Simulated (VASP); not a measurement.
Write the native input for VASP 6.6.1 that does the following.

```
Task                   : single point
Functional             : r2SCAN
Potentials or basis    : VASP PAW PBE potentials, release 64 (Mg, O)
Cutoff                 : 520 eV
k mesh                 : 6 × 6 × 6
Occupations            : gaussian, width 0.1 eV
Spin                   : no spin polarisation
Dipole correction      : no
Further INCAR settings : ALGO = Normal; EDIFF = 1e-07; NBANDS = 23
```

The system is MgO2.

```
Mg O
1.0
    -1.96422    1.96422    2.29939
     1.96422   -1.96422    2.29939
     1.96422    1.96422   -2.29939
Mg O
2 4
Direct
  0.25000 0.25000 0.00000
  0.75000 0.75000 0.00000
  0.12408 0.62408 0.74816
  0.62408 0.87592 0.50000
  0.87592 0.37592 0.25184
  0.37592 0.12408 0.50000
```

The input as run:

POSCAR

```
MgO2
1.0
   -1.9642248951      1.9642248951      2.2993897800
    1.9642248951     -1.9642248951      2.2993897800
    1.9642248951      1.9642248951     -2.2993897800
Mg O
2 4
Direct
    0.2500000000      0.2500000000      0.0000000000
    0.7500000000      0.7500000000      0.0000000000
    0.1240823359      0.6240823359      0.7481646719
    0.6240823359      0.8759176641      0.5000000000
    0.8759176641      0.3759176641      0.2518353281
    0.3759176641      0.1240823359      0.5000000000
```

INCAR.step1

```
SYSTEM = MgO2
PREC = Accurate ; ENCUT = 520
ISMEAR = 0 ; SIGMA = 0.1
LREAL = .FALSE. ; LASPH = .TRUE.
NELM = 100 ; NBANDS = 23
GGA = PE ; ALGO = Normal
EDIFF = 1E-4 ; LWAVE = .TRUE.
LCHARG = .FALSE.
```

INCAR.step2

```
SYSTEM = MgO2
PREC = Accurate ; ENCUT = 520
EDIFF = 1E-7 ; ISMEAR = 0
SIGMA = 0.1 ; LREAL = .FALSE.
LASPH = .TRUE. ; NELM = 100
ALGO = Normal ; ISIF = 2
LWAVE = .FALSE. ; LCHARG = .FALSE.
METAGGA = R2SCAN ; LMIXTAU = .TRUE.
NBANDS = 23 ; ISTART = 1
```

KPOINTS

```
Automatic mesh
0
G
  6 6 6
  0 0 0
```

Potentials or basis: VASP PAW PBE potentials, release 64 (Mg, O).

Command:

```console
$ cat potpaw_PBE.64/Mg/POTCAR potpaw_PBE.64/O/POTCAR > POTCAR
$ cp INCAR.step1 INCAR
$ mpirun -np 1 vasp_std > vasp.out
$ cp INCAR.step2 INCAR
$ mpirun -np 1 vasp_std > vasp.out
```

Results of the run:

```json
{
  "Pressure": "130.4 GPa",
  "Largest force": "0.394 eV/Å",
  "Band gap on the k mesh": "4.90 eV, indirect (least direct gap 5.91 eV)"
}
```

Caveat: the PAW data sets were made with another functional, which shifts forces and pressure a little.

Wall time 110 s on 1 thread of Intel(R) Xeon(R) Platinum 8259CL CPU @ 2.50GHz (Skylake/Cascade Lake), with other jobs on the host, peak memory 0.17 GiB.
